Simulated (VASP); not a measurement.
Set up this calculation in VASP 6.6.1, as the native input.

```
Task                   : single point
Functional             : LDA
Potentials or basis    : VASP PAW LDA potentials, release 64 (Ga_d, N)
Cutoff                 : 520 eV
k mesh                 : 10 × 10 × 10
Occupations            : gaussian, width 0.01 eV
Spin                   : no spin polarisation
Dipole correction      : no
Further INCAR settings : ALGO = Normal; EDIFF = 1e-06; NBANDS = 16
```

The structure of GaN lies in POSCAR:

```
GaN
1.0
    0.0000000000      2.2277008293      2.2277008293
    2.2277008293      0.0000000000      2.2277008293
    2.2277008293      2.2277008293      0.0000000000
Ga N
1 1
Direct
    0.0000000000      0.0000000000      0.0000000000
    0.7500000000      0.7500000000      0.7500000000
```

One way to write it, as run:

INCAR

```
  PREC = Accurate
  ENCUT = 520
  EDIFF = 1E-6
  ISMEAR = 0
  SIGMA = 0.01
  LREAL = False
  LASPH = True
  NELM = 80
  ALGO = Normal
  ISIF = 2
  LWAVE = False
  LCHARG = False
  NBANDS = 16
```

KPOINTS

```
regular mesh
0
Gamma
  10 10 10
```

Potentials or basis: VASP PAW LDA potentials, release 64 (Ga_d, N).

Run with:

```console
$ cat potpaw_LDA.64/Ga_d/POTCAR potpaw_LDA.64/N/POTCAR > POTCAR
$ mpirun -np 1 vasp_std > vasp.out
```

It gave:

```
Pressure               : 1.1 GPa
Band gap on the k mesh : 1.97 eV, direct
```

It took 6.5 s on 1 thread of Intel(R) Xeon(R) Platinum 8559C (Emerald Rapids), with other jobs on the host, peak memory 0.13 GiB.
